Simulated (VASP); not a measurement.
# SnO (Pm-3m) in VASP: further runs, part 2 of 2

VASP 6.6.1. Earlier steps stand in the parts before.

**3. Relaxation of cell and atoms, PBE**

This run uses another cell than the first one, of 15.36 Å³/atom, 0.994 times its volume.

INCAR reads:

```
  ALGO = Normal
  EDIFF = 1E-6
  EDIFFG = -0.01
  ENCUT = 600
  GGA = PE
  IBRION = 2
  ISIF = 3
  ISMEAR = 0
  LASPH = True
  LCHARG = False
  LREAL = False
  LWAVE = False
  NELM = 100
  NSW = 100
  PREC = Accurate
  SIGMA = 0.1
```

KPOINTS reads:

```
k-points
0
Gamma
  18 18 18
```

POSCAR reads:

```
SnO
1.0
    3.1317872361      0.0000000000      0.0000000000
    0.0000000000      3.1317872361      0.0000000000
    0.0000000000      0.0000000000      3.1317872361
Sn O
1 1
Direct
    0.5000000000      0.5000000000      0.5000000000
    0.0000000000      0.0000000000      0.0000000000
```

Potentials or basis: VASP PAW PBE potentials, release 64 (Sn_d, O).

Started as:

```console
> cat potpaw_PBE.64/Sn_d/POTCAR potpaw_PBE.64/O/POTCAR > POTCAR
> mpirun -np 1 vasp_std > vasp.out
```

OUTCAR:

```text
EDIFF = 1E-6
   EDIFFG = -0.01
   ENCUT = 600
   GGA = PE
   IBRION = 2
   ISIF = 3
   ISMEAR = 0
   LASPH = True
   LREAL = False
   NELM = 100
   NSW = 100
   PREC = Accurate

 ion  position               nearest neighbor table
   1  0.500  0.500  0.500-   2 2.71   2 2.71   2 2.71   2 2.71   2 2.71   2 2.71   2 2.71   2 2.71

   2  0.000  0.000  0.000-   1 2.71   1 2.71   1 2.71   1 2.71   1 2.71   1 2.71   1 2.71   1 2.71

  LATTYP: Found a simple cubic cell.
 ALAT       =     3.1317872361

  Lattice vectors:

 A1 = (   3.1317872361,   0.0000000000,   0.0000000000)
 A2 = (   0.0000000000,   3.1317872361,   0.0000000000)
 A3 = (   0.0000000000,   0.0000000000,   3.1317872361)

Analysis of symmetry for initial positions (statically):
=====================================================================
 Subroutine PRICEL returns:
 Original cell was already a primitive cell.

 Routine SETGRP: Setting up the symmetry group for a
 simple cubic supercell.

 Subroutine GETGRP returns: Found 48 space group operations
 (whereof 48 operations were pure point group operations)
 out of a pool of 48 trial point group operations.

The static configuration has the point symmetry O_h .

Analysis of symmetry for dynamics (positions and initial velocities):
=====================================================================
 Subroutine PRICEL returns:
 Original cell was already a primitive cell.

 Routine SETGRP: Setting up the symmetry group for a
 simple cubic supercell.

 Subroutine GETGRP returns: Found 48 space group operations
 (whereof 48 operations were pure point group operations)
 out of a pool of 48 trial point group operations.

The dynamic configuration has the point symmetry O_h .

 Subroutine INISYM returns: Found 48 space group operations
 (whereof 48 operations are pure point group operations),
 and found     1 'primitive' translations

----------------------------------------------------------------------------------------

                                     Primitive cell

  volume of cell :      30.7169

  direct lattice vectors                    reciprocal lattice vectors
     3.131787236  0.000000000  0.000000000     0.319306493  0.000000000  0.000000000
     0.000000000  3.131787236  0.000000000     0.000000000  0.319306493  0.000000000
     0.000000000  0.000000000  3.131787236     0.000000000  0.000000000  0.319306493

  length of vectors
     3.131787236  3.131787236  3.131787236     0.319306493  0.319306493  0.319306493

  position of ions in fractional coordinates (direct lattice)
     0.500000000  0.500000000  0.500000000
     0.000000000  0.000000000  0.000000000

  ion indices of the primitive-cell ions
   primitive index   ion index
                 1           1
                 2           2

----------------------------------------------------------------------------------------

 KPOINTS: k-points

Automatic generation of k-mesh.
 Grid dimensions read from file:
 generate k-points for:   18   18   18

 Generating k-lattice:

  Cartesian coordinates                     Fractional coordinates (reciprocal lattice)
     0.017739250  0.000000000  0.000000000     0.055555556  0.000000000  0.000000000
     0.000000000  0.017739250  0.000000000     0.000000000  0.055555556  0.000000000
     0.000000000  0.000000000  0.017739250     0.000000000  0.000000000  0.055555556

  Length of vectors
[... 38 lines left out ...]
   number of dos      NEDOS =    301   number of ions     NIONS =      2
   total plane-waves  NPLWV =  21952
   dimension x,y,z NGX =    28 NGY =   28 NGZ =   28
   dimension x,y,z NGXF=    56 NGYF=   56 NGZF=   56
   ions per type =               1   1
   NGX,Y,Z   is equivalent  to a cutoff of  14.86, 14.86, 14.86 a.u.
   NGXF,Y,Z  is equivalent  to a cutoff of  29.73, 29.73, 29.73 a.u.
 SYSTEM =  unknown system
   PREC   = accura    normal or accurate (medium, high low for compatibility)
   ISTART =      0    job   : 0-new  1-cont  2-samecut
   ICHARG =      2    charge: 1-file 2-atom 10-const
   ISPIN  =      1    spin polarized calculation?
   LNONCOLLINEAR =      F non collinear calculations
   LSORBIT =      F    spin-orbit coupling
   LASPH  =      T    aspherical Exc in radial PAW
   ENCUT  =  600.0 eV  44.10 Ry    6.64 a.u.   6.25  6.25  6.25*2*pi/ulx,y,z
   NELM   =    100;   NELMIN=  2; NELMDL= -5     # of ELM steps
   EDIFF  = 0.1E-05   stopping-criterion for ELM
   LREAL  =      F    real-space projection
   EDIFFG = -.1E-01   stopping-criterion for IOM
   NSW    =    100    number of steps for IOM
   IBRION =      2    ionic relax: 0-MD 1-quasi-New 2-CG
   NFREE  =      1    steps in history (QN), initial steepest desc. (CG)
   ISIF   =      3    stress and relaxation
   ISYM   =      2    0-nonsym 1-usesym 2-fastsym
   POTIM  = 0.5000    time-step for ionic-motion
   TEBEG  =    0.0;   TEEND  =   0.0 temperature during run
   PSTRESS=    0.0 pullay stress
   NELECT =      20.0000    total number of electrons
   NUPDOWN=      -1.0000    fix difference up-down
   EMIN   =  10.00;   EMAX   =-10.00  energy-range for DOS
   EFERMI =   0.00;   METHOD = LEGACY
   ISMEAR =     0;   SIGMA  =   0.10  broadening in eV -4-tet -1-fermi 0-gaus
   EFERMI_NEDOS =   21; number of points for ismear=-14 and -15
   IALGO  =     38    algorithm
   IMIX   =      4    mixing-type and parameters
     AMIX     =   0.40;   BMIX     =  1.00
     AMIX_MAG =   1.60;   BMIX_MAG =  1.00
  volume/ion in A,a.u.               =      15.36       103.64
  Fermi-wavevector in a.u.,A,eV,Ry     =   1.418924  2.681378 27.393240  2.013346
  Thomas-Fermi vector in A             =   2.539999
   LORBIT       =      0    0 simple, 1 ext, 2 COOP (PROOUT), +10 PAW based schemes
   GGA     = PE    functional components
   LHFCALC =     F    Hartree Fock is set to
   AEXX    =    0.0000 exact exchange contribution
   IVDW    =     0    specifies the selected vdW correction
   LEPSILON=     F    determine dielectric tensor
   LRPA    =     F    only Hartree local field effects (RPA)
 conjugate gradient relaxation of ions
 non-spin polarized calculation
 Gauss-broadening in eV      SIGMA  =   0.10
  energy-cutoff  :      600.00
  volume of cell :       30.72
 maximum number of plane-waves:      1064
 NGX is ok and might be reduce to    28
   NGX = 13   NGY = 13   NGZ = 13

 number of electron      19.9999998 magnetization

 Free energy of the ion-electron system (eV)
  ---------------------------------------------------
  ext. energy  EPLUGINS =         0.00000000
  ---------------------------------------------------
  free energy    TOTEN  =        -9.84295306 eV

  energy without entropy =       -9.84227350  energy(sigma->0) =       -9.84261328

 E-fermi :   8.1154     XC(G=0): -11.2666

 val. band max:        8.1143965012   @ k =   0.5000   0.1111   0.0556
 cond. band min:       8.1630068466   @ k =   0.5000   0.4444   0.4444
 fundamental gap:      0.0486103454
 Fermi energy:         8.1154488763

 k-point     1 :       0.0000    0.0000    0.0000
  band No.  band energies     occupation
      1     -13.7009      2.00000
      2     -13.7009      2.00000
      3     -13.3523      2.00000
      4     -13.3523      2.00000
      5     -13.3523      2.00000
      6      -9.8649      2.00000
      7       0.5562      2.00000
      8       5.5973      2.00000
      9       5.5973      2.00000
     10       5.5973      2.00000
     11      15.9682      0.00000
     12      15.9682      0.00000
     13      15.9683      0.00000
     14      16.0676      0.00000
[... 377 lines left out ...]
      1     -13.6684      2.00000
      2     -13.5007      2.00000
      3     -13.4372      2.00000
      4     -13.4159      2.00000
      5     -13.3564      2.00000
      6      -9.3118      2.00000
      7      -0.2683      2.00000
      8       5.0499      2.00000
      9       6.1662      2.00000
     10       7.1275      2.00000
     11      10.0293      0.00000
     12      14.0409      0.00000
     13      15.5371      0.00000
     14      18.4327      0.00000

 [... further k-points ...]
[... 5 lines left out ...]
  --------------------------------------------------------------------------------------
  -------------------------------------------------------------------------------------
  Total       -0.0167215     -0.0167215     -0.0167215      0.0000000      0.0000000      0.0000000
  in kB       -0.8721861     -0.8721861     -0.8721861      0.0000000      0.0000000      0.0000000
  external PRESSURE =      -0.8721861 kB  Pullay stress =       0.0000000 kB

 VOLUME and BASIS-vectors are now :
 -----------------------------------------------------------------------------
  energy-cutoff  :      600.00
  volume of cell :       30.72
      direct lattice vectors                 reciprocal lattice vectors
     3.131787236  0.000000000  0.000000000     0.319306493  0.000000000  0.000000000
     0.000000000  3.131787236  0.000000000     0.000000000  0.319306493  0.000000000
     0.000000000  0.000000000  3.131787236     0.000000000  0.000000000  0.319306493

 POSITION                                       TOTAL-FORCE (eV/Angst)
 -----------------------------------------------------------------------------------
      1.56589      1.56589      1.56589         0.000000      0.000000      0.000000
      0.00000      0.00000      0.00000         0.000000      0.000000      0.000000
 -----------------------------------------------------------------------------------
    total drift:                                0.000000      0.000000      0.000000

  FREE ENERGIE OF THE ION-ELECTRON SYSTEM (eV)
  ---------------------------------------------------
  free  energy   TOTEN  =        -9.8429530600 eV

  energy  without entropy=       -9.8422735028  energy(sigma->0) =       -9.84261328

 reached required accuracy - stopping structural energy minimisation
```

CONTCAR:

```text
SnO
   1.00000000000000
     3.1317872361000001    0.0000000000000000    0.0000000000000000
     0.0000000000000000    3.1317872361000001    0.0000000000000000
     0.0000000000000000    0.0000000000000000    3.1317872361000001
  Sn              O
     1     1
Direct
     0.5000000000000000    0.5000000000000000    0.5000000000000000
     0.0000000000000000    0.0000000000000000    0.0000000000000000

  0.00000000E+00  0.00000000E+00  0.00000000E+00
  0.00000000E+00  0.00000000E+00  0.00000000E+00
```

Wall time 54 s (1 thread of AMD EPYC 9R45 (Zen 5), shared host); peak memory 0.22 GiB.

What came out:

| Quantity | Value |
| --- | --- |
| Free energy | -9.8430 eV |
| Pressure after relaxing | -0.1 GPa |
| Band gap on the k mesh | zero (band 10 reaches 8.11 eV, above the bottom of band 11 at 8.04 eV) |

Final structure:
```cif
data_structure
_symmetry_space_group_name_H-M 'P 1'
_symmetry_Int_Tables_number 1
_cell_length_a 3.1318
_cell_length_b 3.1318
_cell_length_c 3.1318
_cell_angle_alpha 90.000
_cell_angle_beta 90.000
_cell_angle_gamma 90.000
_cell_volume 30.72
loop_
_atom_site_label
_atom_site_type_symbol
_atom_site_fract_x
_atom_site_fract_y
_atom_site_fract_z
_atom_site_occupancy
Sn1 Sn 0.50000 0.50000 0.50000 1
O1 O 0.00000 0.00000 0.00000 1
```

Caveat: the relaxation stopped at its first step, so nothing moved; spin-orbit coupling is left out, which moves the levels of the heavy elements.
